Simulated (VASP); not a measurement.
# C: single point with PBE+D3(BJ)

Crystal: C.

```xyz
4
Lattice="2.3429 0.0000 0.0000 -1.1714 2.0290 0.0000 0.0000 0.0000 7.6860" Properties=species:S:1:pos:R:3 pbc="T T T"
C     0.0000    0.0000    0.0192
C     0.0000    0.0000    3.8622
C     0.0000    1.3526    0.0192
C     1.1714    0.6763    3.8622
```

```
Program             : VASP 6.6.1
Task                : single point
Functional          : PBE
Dispersion          : D3(BJ)
Potentials or basis : VASP PAW PBE potentials, release 64 (C)
Cutoff              : 520 eV
k mesh              : 21 × 21 × 8
Occupations         : gaussian, width 0.15 eV
Spin                : no spin polarisation
```

```
Pressure                   : 47.6 GPa
Band gap on the k mesh     : zero (filled and empty bands overlap)
Dispersion energy per atom : -0.125 eV
```

Stress tensor (GPa, compression positive):
```
72.37  0.00  0.00
 0.00 72.37  0.00
 0.00  0.00 -2.06
```

Levels at points of the mesh, in eV from the Fermi level:
```
           k point  band 5  band 6  band 7  band 8  band 9  band 10  band 11  band 12
(0.00, 0.00, 0.00)   -2.94   -2.94   -2.94   -2.94    2.87     7.27     9.37     9.37
(0.00, 0.00, 0.50)   -2.94   -2.94   -2.94   -2.94    4.58     4.58     9.37     9.37
```

Run time: 3.1 min on 1 thread of Intel Xeon 8259CL (shared host), peak memory 0.23 GiB.

Caveat: the stress differs along the axes, from -2 to 72 GPa.
